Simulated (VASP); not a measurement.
Wanted: the native input for a VASP 6.6.1 run.

```
Task                   : single point
Functional             : PBEsol
Potentials or basis    : VASP PAW PBE potentials, release 64 (Ni)
Cutoff                 : 520 eV
k mesh                 : 17 × 17 × 9
Occupations            : fermi-dirac, width 0.05 eV
Spin                   : collinear spin, ferromagnetic start
Starting moments       : [0.671, 0.671] μB
Dipole correction      : no
Further INCAR settings : ALGO = Normal; EDIFF = 1e-06; NBANDS = 21
```

The structure of Ni lies in POSCAR:

```
Ni
1.0
    2.4476145418      0.0000000000      0.0000000000
   -1.2238072709      2.1196963718      0.0000000000
    0.0000000000      0.0000000000      4.0142547289
Ni
2
Direct
    0.3333333333      0.6666666667      0.2500000000
    0.6666666667      0.3333333333      0.7500000000
```

This isn't the form of Ni at room conditions, which is fcc.

One way to write it, as run:

INCAR

```
ALGO = Normal
EDIFF = 1E-6
ENCUT = 520
GGA = PS
ISIF = 2
ISMEAR = -1
ISPIN = 2
LASPH = True
LCHARG = False
LMAXMIX = 4
LORBIT = 11
LREAL = False
LWAVE = False
MAGMOM = 0.671 0.671
NBANDS = 21
NELM = 150
PREC = Accurate
SIGMA = 0.05
```

KPOINTS

```
k-points
0
Gamma
  17 17 9
```

Potentials or basis: VASP PAW PBE potentials, release 64 (Ni).

Run with:

```sh
$ cat potpaw_PBE.64/Ni/POTCAR > POTCAR
$ mpirun -np 1 vasp_std > vasp.out
```

Results of the run:

```json
{
  "Pressure": "-0.1 GPa",
  "Net moment": "1.27 μB per cell",
  "Site moments": "Ni +0.64 μB",
  "Valence electrons inside the program's atomic spheres": "Ni 9.40"
}
```

Caveat: the PAW data sets were made with another functional, which shifts forces and pressure a little.

Wall time 89 s on 1 thread of AMD EPYC 7R13 Processor (Zen 3), on a shared host, peak memory 0.18 GiB.
